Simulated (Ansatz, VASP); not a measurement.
# One calculation of V, two programs

```
V
1.0
     2.31553    0.00000    0.00000
     0.00000    2.31553    0.00000
     0.00000    0.00000    2.31553
V
1
Direct
  0.00000 0.00000 0.00000
```

Alike in both runs: task single point; functional LDA; k mesh 15 × 15 × 15; occupations fermi-dirac, width 0.1 eV; no spin polarisation.

|  | VASP | Ansatz |
| --- | --- | --- |
| version | VASP 6.6.1 | Ansatz 0.2.0 |
| potentials or method | VASP PAW LDA potentials, release 64 (V_sv), cutoff 520 eV | plane waves (420 eV) with PAW, scalar-relativistic |
| valence electrons in the cell | 13 | 13 |

|  | VASP | Ansatz | Ansatz less VASP |
| --- | --- | --- | --- |
| pressure (GPa) | 17.6 | 16.5 | -1.05 |

Ansatz warns that its potentials were made for another functional, while VASP's fit it. LDA's correlation is that of Perdew and Zunger in VASP and of Perdew and Wang (1992) in Ansatz.
